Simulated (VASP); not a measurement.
# I (Im-3m) in VASP: further runs

The runs below take I through relaxation of cell and atoms, with PBE.

All numbers are computed with VASP 6.6.1; they aren't measurements. Logs are shortened: lines on timing, memory, paths and dates and some standing lists are left out, and cuts for length are marked.

### 1 The cell of the first run

Symmetry: Im-3m, No. 229, cubic system. The conventional cell has a = 4.030 Å, b = 4.030 Å, c = 4.030 Å, α = 90.00°, β = 90.00°, γ = 90.00°. I (site symmetry m-3m) has 14 I at 3.49 to 4.03 Å within 4.6 Å.

### 2 Relaxation of cell and atoms, PBE, target pressure 40 GPa, at which the enthalpy is minimised

INCAR reads:

```
SYSTEM = I
PREC = Accurate
ENCUT = 500
EDIFF = 1E-7
ISMEAR = 0
SIGMA = 0.05
LREAL = .False.
LASPH = .True.
NELM = 120
ALGO = Normal
ISIF = 3
LWAVE = .False.
LCHARG = .False.
GGA = PE
IBRION = 2
NSW = 80
EDIFFG = -0.01
PSTRESS = 400.0
GGA_COMPAT = .False.
NELMIN = 4
```

KPOINTS reads:

```
Automatic mesh
0
Gamma
  9 9 9
  0 0 0
```

POSCAR reads:

```
I
1.0
   -2.0150000000      2.0150000000      2.0150000000
    2.0150000000     -2.0150000000      2.0150000000
    2.0150000000      2.0150000000     -2.0150000000
I
1
Direct
    0.0000000000      0.0000000000      0.0000000000
```

Potentials or basis: VASP PAW PBE potentials, release 64 (I).

The run is started by

```bash
> cat potpaw_PBE.64/I/POTCAR > POTCAR
> mpirun -np 1 vasp_std > vasp.out
```

OUTCAR:

```text
SYSTEM = I
   PREC = Accurate
   ENCUT = 500
   EDIFF = 1E-7
   ISMEAR = 0
   LREAL = .False.
   LASPH = .True.
   NELM = 120
   ISIF = 3
   GGA = PE
   IBRION = 2
   NSW = 80
   EDIFFG = -0.01
   PSTRESS = 400.0
   NELMIN = 4

 ion  position               nearest neighbor table
   1  0.000  0.000  0.000-

  LATTYP: Found a body centered cubic cell.
 ALAT       =     4.0300000000

  Lattice vectors:

 A1 = (  -2.0150000000,   2.0150000000,   2.0150000000)
 A2 = (   2.0150000000,  -2.0150000000,   2.0150000000)
 A3 = (   2.0150000000,   2.0150000000,  -2.0150000000)

Analysis of symmetry for initial positions (statically):
=====================================================================
 Subroutine PRICEL returns:
 Original cell was already a primitive cell.

 Routine SETGRP: Setting up the symmetry group for a
 body centered cubic supercell.

 Subroutine GETGRP returns: Found 48 space group operations
 (whereof 48 operations were pure point group operations)
 out of a pool of 48 trial point group operations.

The static configuration has the point symmetry O_h .

Analysis of symmetry for dynamics (positions and initial velocities):
=====================================================================
 Subroutine PRICEL returns:
 Original cell was already a primitive cell.

 Routine SETGRP: Setting up the symmetry group for a
 body centered cubic supercell.

 Subroutine GETGRP returns: Found 48 space group operations
 (whereof 48 operations were pure point group operations)
 out of a pool of 48 trial point group operations.

The dynamic configuration has the point symmetry O_h .

 Subroutine INISYM returns: Found 48 space group operations
 (whereof 48 operations are pure point group operations),
 and found     1 'primitive' translations

----------------------------------------------------------------------------------------

                                     Primitive cell

  volume of cell :      32.7254

  direct lattice vectors                    reciprocal lattice vectors
    -2.015000000  2.015000000  2.015000000     0.000000000  0.248138958  0.248138958
     2.015000000 -2.015000000  2.015000000     0.248138958  0.000000000  0.248138958
     2.015000000  2.015000000 -2.015000000     0.248138958  0.248138958  0.000000000

  length of vectors
     3.490082377  3.490082377  3.490082377     0.350921479  0.350921479  0.350921479

  position of ions in fractional coordinates (direct lattice)
     0.000000000  0.000000000  0.000000000

[... 26 lines left out ...]
 ===========================================

 Found     35 irreducible k-points:

 Following reciprocal coordinates:
            Coordinates               Weight
  0.000000  0.000000  0.000000      1.000000
  0.111111  0.000000  0.000000     12.000000
  0.222222  0.000000  0.000000     12.000000
  0.333333  0.000000  0.000000     12.000000
  0.444444  0.000000  0.000000     12.000000
  0.111111  0.111111  0.000000     24.000000
[... 16 lines left out ...]
 -0.333333  0.444444  0.111111     48.000000
 -0.444444 -0.444444  0.111111     24.000000
 [... further k-points ...]
   k-points           NKPTS =     35   k-points in BZ     NKDIM =     35   number of bands    NBANDS=      7
   number of dos      NEDOS =    301   number of ions     NIONS =      1
   total plane-waves  NPLWV =  21952
   dimension x,y,z NGX =    28 NGY =   28 NGZ =   28
   dimension x,y,z NGXF=    56 NGYF=   56 NGZF=   56
   ions per type =               1
   NGX,Y,Z   is equivalent  to a cutoff of  13.34, 13.34, 13.34 a.u.
   NGXF,Y,Z  is equivalent  to a cutoff of  26.67, 26.67, 26.67 a.u.
 SYSTEM =  I
   PREC   = accura    normal or accurate (medium, high low for compatibility)
   ISTART =      0    job   : 0-new  1-cont  2-samecut
   ICHARG =      2    charge: 1-file 2-atom 10-const
   ISPIN  =      1    spin polarized calculation?
   LNONCOLLINEAR =      F non collinear calculations
   LSORBIT =      F    spin-orbit coupling
   LASPH  =      T    aspherical Exc in radial PAW
   ENCUT  =  500.0 eV  36.75 Ry    6.06 a.u.   6.36  6.36  6.36*2*pi/ulx,y,z
   NELM   =    120;   NELMIN=  4; NELMDL= -5     # of ELM steps
   EDIFF  = 0.1E-06   stopping-criterion for ELM
   LREAL  =      F    real-space projection
   EDIFFG = -.1E-01   stopping-criterion for IOM
   NSW    =     80    number of steps for IOM
   IBRION =      2    ionic relax: 0-MD 1-quasi-New 2-CG
   NFREE  =      1    steps in history (QN), initial steepest desc. (CG)
   ISIF   =      3    stress and relaxation
   ISYM   =      2    0-nonsym 1-usesym 2-fastsym
   POTIM  = 0.5000    time-step for ionic-motion
   TEBEG  =    0.0;   TEEND  =   0.0 temperature during run
   PSTRESS=  400.0 pullay stress
   NELECT =       7.0000    total number of electrons
   NUPDOWN=      -1.0000    fix difference up-down
   EMIN   =  10.00;   EMAX   =-10.00  energy-range for DOS
   EFERMI =   0.00;   METHOD = LEGACY
   ISMEAR =     0;   SIGMA  =   0.05  broadening in eV -4-tet -1-fermi 0-gaus
   EFERMI_NEDOS =   21; number of points for ismear=-14 and -15
   IALGO  =     38    algorithm
   IMIX   =      4    mixing-type and parameters
     AMIX     =   0.40;   BMIX     =  1.00
     AMIX_MAG =   1.60;   BMIX_MAG =  1.00
  volume/ion in A,a.u.               =      32.73       220.84
  Fermi-wavevector in a.u.,A,eV,Ry     =   0.979067  1.850169 13.042169  0.958572
  Thomas-Fermi vector in A             =   2.109892
   LORBIT       =      0    0 simple, 1 ext, 2 COOP (PROOUT), +10 PAW based schemes
   GGA     = PE    functional components
   LHFCALC =     F    Hartree Fock is set to
   AEXX    =    0.0000 exact exchange contribution
   IVDW    =     0    specifies the selected vdW correction
   LEPSILON=     F    determine dielectric tensor
   LRPA    =     F    only Hartree local field effects (RPA)
 conjugate gradient relaxation of ions
 non-spin polarized calculation
 Gauss-broadening in eV      SIGMA  =   0.05
  energy-cutoff  :      500.00
  volume of cell :       32.73
 maximum number of plane-waves:       845
 NGX is ok and might be reduce to    28
   NGX = 13   NGY = 13   NGZ = 13

--------------------------------------- Ionic step        1  -------------------------------------------

 number of electron       6.9999999 magnetization

 Free energy of the ion-electron system (eV)
  ---------------------------------------------------
  ext. energy  EPLUGINS =         0.00000000
  ---------------------------------------------------
  free energy    TOTEN  =        -1.01246416 eV

  energy without entropy =       -1.00898769  energy(sigma->0) =       -1.01072592

 E-fermi :   5.4807     XC(G=0):  -9.4165

 val. band max:        5.4805156432   @ k =  -0.4444   0.4444   0.1111
 cond. band min:       5.5068425595   @ k =   0.1111   0.0000   0.0000
 fundamental gap:      0.0263269163
 Fermi energy:         5.4807174155
[... 784 lines left out ...]
--------------------------------------- Ionic step        9  -------------------------------------------

 number of electron       7.0000000 magnetization

 Free energy of the ion-electron system (eV)
  ---------------------------------------------------
  ext. energy  EPLUGINS =         0.00000000
  ---------------------------------------------------
  free energy    TOTEN  =         0.02742216 eV

  energy without entropy =        0.02914776  energy(sigma->0) =        0.02828496

 E-fermi :  11.9538     XC(G=0): -11.2861

 val. band max:       11.9169357594   @ k =  -0.2222   0.3333   0.1111
 cond. band min:      11.9832804418   @ k =   0.2222   0.2222   0.0000
 fundamental gap:      0.0663446825
 Fermi energy:        11.9538206130
[... 272 lines left out ...]
  energy  without entropy=        0.0291477574  energy(sigma->0) =        0.02828496

  enthalpy is  TOTEN    =         5.5608711509 eV   P V=        5.5334489874

 reached required accuracy - stopping structural energy minimisation
```

OSZICAR:

```text
N       E                     dE             d eps       ncg     rms          rms(c)
DAV:   1     0.214221424333E+02    0.21422E+02   -0.26063E+03   490   0.698E+02
DAV:   2    -0.387884347379E+00   -0.21810E+02   -0.21483E+02   686   0.965E+01
DAV:   3    -0.100764254659E+01   -0.61976E+00   -0.61348E+00   602   0.193E+01
[... 117 lines left out ...]
DAV:   8     0.274212783751E-01    0.75934E-06   -0.50261E-08   245   0.187E-03    0.234E-02
DAV:   9     0.274216367296E-01    0.35835E-06   -0.22138E-08   245   0.135E-03    0.141E-02
DAV:  10     0.274219665258E-01    0.32980E-06   -0.18517E-08   245   0.118E-03    0.553E-03
DAV:  11     0.274221332256E-01    0.16670E-06   -0.89114E-09   245   0.854E-04    0.973E-04
DAV:  12     0.274221635415E-01    0.30316E-07   -0.19473E-09   245   0.416E-04
   9 F= 0.55608712E+01 E0= 0.55617339E+01  d E =-.178613E-03
```

CONTCAR:

```text
I
   1.00000000000000
    -1.7695472766925679    1.7695472766925682    1.7695472766925682
     1.7695472766925679   -1.7695472766925682    1.7695472766925682
     1.7695472766925679    1.7695472766925682   -1.7695472766925682
  I
     1
Direct
     0.0000000000000000    0.0000000000000000    1.0000000000000000

  0.00000000E+00  0.00000000E+00  0.00000000E+00
```

Run time: 86 s. Hardware: 1 thread of Intel Xeon Platinum 8375C at 2.90GHz (Ice Lake), shared host; peak memory 0.19 GiB.

Results:

```yaml
Free_energy: 0.0274 eV
Relaxed_volume: 22.16 Å³/atom
Relaxed_cell: a = 3.065 Å, b = 3.065 Å, c = 3.065 Å, α = 109.47°, β = 109.47°, γ = 109.47°
Space_group_after_relaxing_to_0.1_Å: Im-3m (No. 229)
Energy_change_on_relaxing_the_run_minimises_the_enthalpy: +1039.9 meV/atom
Ionic_steps: 9
Pressure_after_relaxing: 40.0 GPa
Band_gap_on_the_k_mesh: zero (an odd number of electrons rules out a gap without spin polarisation)
```

Step by step:
```csv
step,energy change (eV),largest force (eV/Å),pressure (GPa),volume (Å³)
1,0.0000,0.0000,2.98,32.73
2,24.6257,0.0000,1097.88,8.39
3,0.1558,0.0000,9.98,28.61
4,0.3623,0.0000,17.42,26.14
5,1.2147,0.0000,45.70,21.51
6,1.0154,0.0000,39.21,22.26
7,1.0609,0.0000,40.69,22.08
8,0.9951,0.0000,38.54,22.35
9,1.0399,0.0000,40.01,22.16
```

Final structure:
```yaml
crystal:
  lattice:
    - [-1.76955, 1.76955, 1.76955]
    - [1.76955, -1.76955, 1.76955]
    - [1.76955, 1.76955, -1.76955]
  atoms:
    - { symbol: I, position: [0.00000, 0.00000, 0.00000] }
```

Caveat: the cell is relaxed towards a set pressure, so the run minimises the enthalpy, not the energy; the volume moved by over 15 % at a fixed basis, so the end points are rough; spin-orbit coupling is left out, which moves the levels of the heavy elements; an odd number of electrons without spin polarisation forces a metal; a magnetic or distorted state may lie lower.

### 3 Relaxation of cell and atoms, PBE, target pressure 60 GPa, at which the enthalpy is minimised

INCAR reads:

```
PREC = Accurate
ENCUT = 500
EDIFF = 1E-7
ISMEAR = 0
SIGMA = 0.05
LREAL = False
LASPH = True
NELM = 120
ALGO = Normal
ISIF = 3
LWAVE = False
LCHARG = False
GGA = PE
IBRION = 2
NSW = 80
EDIFFG = -0.01
PSTRESS = 600.0
GGA_COMPAT = False
NELMIN = 4
```

KPOINTS reads:

```
regular mesh
0
Gamma
  9 9 9
```

POSCAR is that of step 2.

Potentials or basis: VASP PAW PBE potentials, release 64 (I).

The run is started by

```bash
> cat potpaw_PBE.64/I/POTCAR > POTCAR
> mpirun -np 1 vasp_std > vasp.out
```

Run time: 1.9 min. Hardware: 1 thread of Intel Xeon Platinum 8375C at 2.90GHz (Ice Lake), shared host; peak memory 0.26 GiB.

Results (log left out):

- Free energy: 0.6499 eV
- Relaxed volume: 20.14 Å³/atom
- Relaxed cell: a = 2.969 Å, b = 2.969 Å, c = 2.969 Å, α = 109.47°, β = 109.47°, γ = 109.47°
- Space group after relaxing (to 0.1 Å): Im-3m (No. 229)
- Energy change on relaxing (the run minimises the enthalpy): +1662.3 meV/atom
- Ionic steps: 10
- Pressure after relaxing: 60.0 GPa
- Band gap on the k mesh: zero (an odd number of electrons rules out a gap without spin polarisation)

Step by step:
```csv
step,energy change (eV),largest force (eV/Å),pressure (GPa),volume (Å³)
1,0.0000,0.0000,2.98,32.73
2,226.2539,0.0000,22300.14,2.75
3,0.0401,0.0000,5.13,31.12
4,0.0944,0.0000,7.54,29.74
5,2.7906,0.0000,96.02,17.79
6,1.4150,0.0000,52.12,20.85
7,1.6414,0.0000,59.32,20.20
8,1.7210,0.0000,61.86,19.99
9,1.5103,0.0000,55.12,20.57
10,1.6623,0.0000,59.99,20.14
```

Final structure:
```
I
1.0
    -1.71407    1.71407    1.71407
     1.71407   -1.71407    1.71407
     1.71407    1.71407   -1.71407
I
1
Cartesian
  0.0000 0.0000 0.0000
```

Levels at points of the mesh, in eV from the Fermi level:
```csv
k point,band 1,band 2,band 3,band 4,band 5,band 6,band 7
"(0.00, 0.00, 0.00)",-18.99,2.63,2.63,2.63,9.72,9.72,9.72
```

Caveat: the cell is relaxed towards a set pressure, so the run minimises the enthalpy, not the energy; the volume moved by over 15 % at a fixed basis, so the end points are rough; spin-orbit coupling is left out, which moves the levels of the heavy elements; an odd number of electrons without spin polarisation forces a metal; a magnetic or distorted state may lie lower.
